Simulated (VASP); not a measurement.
Input of a VASP 6.6.1 run:

INCAR

```
SYSTEM = HfN
PREC = Accurate
ENCUT = 520
EDIFF = 1E-6
ISMEAR = 0
SIGMA = 0.1
LREAL = .False.
LASPH = .True.
NELM = 80
ALGO = Normal
ISIF = 2
LWAVE = .False.
LCHARG = .True.
GGA = PS
LELF = .True.
LVHAR = .True.
NBANDS = 23
```

The input KPOINTS:

```
regular mesh
0
Gamma
  18 18 10
  0 0 0
```

File POSCAR:

```
HfN
1.0
    3.1277072835      0.0000000000      0.0000000000
   -1.5638536418      2.7086739631      0.0000000000
    0.0000000000      0.0000000000      5.3909358951
Hf N
2 2
Direct
    0.6666666667      0.3333333333      0.7500000000
    0.3333333333      0.6666666667      0.2500000000
    0.0000000000      0.0000000000      0.0000000000
    0.0000000000      0.0000000000      0.5000000000
```

Potentials or basis: VASP PAW PBE potentials, release 64 (Hf_pv, N).

Command:

```bash
$ cat potpaw_PBE.64/Hf_pv/POTCAR potpaw_PBE.64/N/POTCAR > POTCAR
$ mpirun -np 1 vasp_std > vasp.out
```

(1) Predict the pressure.

(2) What does it give for the band gap on the k mesh?

Answers

(1) -2.1 GPa.

(2) zero (bands 15 and 16 overlap by 2.35 eV).

Caveat: the PAW data sets were made with another functional, which shifts forces and pressure a little; spin-orbit coupling is left out, which moves the levels of the heavy elements.
